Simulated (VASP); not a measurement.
Here is a VASP 6.6.1 calculation.

Contents of INCAR:

```
SYSTEM = ZrH
ALGO = Normal
EDIFF = 1E-6
ENCUT = 520
GGA = PS
ISIF = 2
ISMEAR = -1
LASPH = .True.
LCHARG = .True.
LELF = .True.
LREAL = .False.
LVHAR = .True.
LWAVE = .False.
NBANDS = 21
NELM = 100
PREC = Accurate
SIGMA = 0.02
```

The input KPOINTS:

```
k-points
0
Gamma
  9 9 6
  0 0 0
```

The input POSCAR:

```
ZrH
1.0
    3.2535651720      0.0000000000      0.0000000000
    0.0000000000      3.2535651720      0.0000000000
    0.0000000000      0.0000000000      4.9644386590
Zr H
2 2
Direct
    0.0000000000      0.5000000000      0.0000000000
    0.5000000000      0.0000000000      0.5000000000
    0.0000000000      0.0000000000      0.7500000000
    0.0000000000      0.0000000000      0.2500000000
```

Potentials or basis: VASP PAW PBE potentials, release 64 (Zr_sv, H).

The run is started by

```bash
$ cat potpaw_PBE.64/Zr_sv/POTCAR potpaw_PBE.64/H/POTCAR > POTCAR
$ mpirun -np 1 vasp_std > vasp.out
```

(1) Predict the pressure.

(2) Estimate the band gap on the k mesh.

Results:

(1) -3.7 GPa.

(2) zero (bands 13 and 14 overlap by 1.02 eV).

Caveat: the cell stands under tension; the PAW data sets were made with another functional, which shifts forces and pressure a little.
